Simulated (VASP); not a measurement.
Here is a VASP 6.6.1 calculation.

Contents of INCAR:

```
SYSTEM = GaSb3
ALGO = Normal
EDIFF = 1E-6
ENCUT = 520
GGA = PS
ISIF = 2
ISMEAR = -1
LASPH = .TRUE.
LCHARG = .TRUE.
LELF = .TRUE.
LREAL = .FALSE.
LVHAR = .TRUE.
LWAVE = .FALSE.
NBANDS = 22
NELM = 60
PREC = Accurate
SIGMA = 0.05
```

The input KPOINTS:

```
k-points
0
G
  6 6 6
  0 0 0
```

Contents of POSCAR:

```
GaSb3
1.0
    0.0000000000      3.7553016472      3.7553016472
    3.7553016472      0.0000000000      3.7553016472
    3.7553016472      3.7553016472      0.0000000000
Sb Ga
3 1
Direct
    0.5000000000      0.5000000000      0.5000000000
    0.7500000000      0.7500000000      0.7500000000
    0.2500000000      0.2500000000      0.2500000000
    0.0000000000      0.0000000000      0.0000000000
```

Potentials or basis: VASP PAW PBE potentials, release 64 (Sb, Ga_d).

Launch:

```console
$ cat potpaw_PBE.64/Sb/POTCAR potpaw_PBE.64/Ga_d/POTCAR > POTCAR
$ mpirun -np 1 vasp_std > vasp.out
```

Q: Predict the pressure.

A: -4.3 GPa.

Q: Estimate the band gap on the k mesh.

A: Zero (band 14 reaches 8.32 eV, above the bottom of band 15 at 4.75 eV).

Caveat: the PAW data sets were made with another functional, which shifts forces and pressure a little; spin-orbit coupling is left out, which moves the levels of the heavy elements.
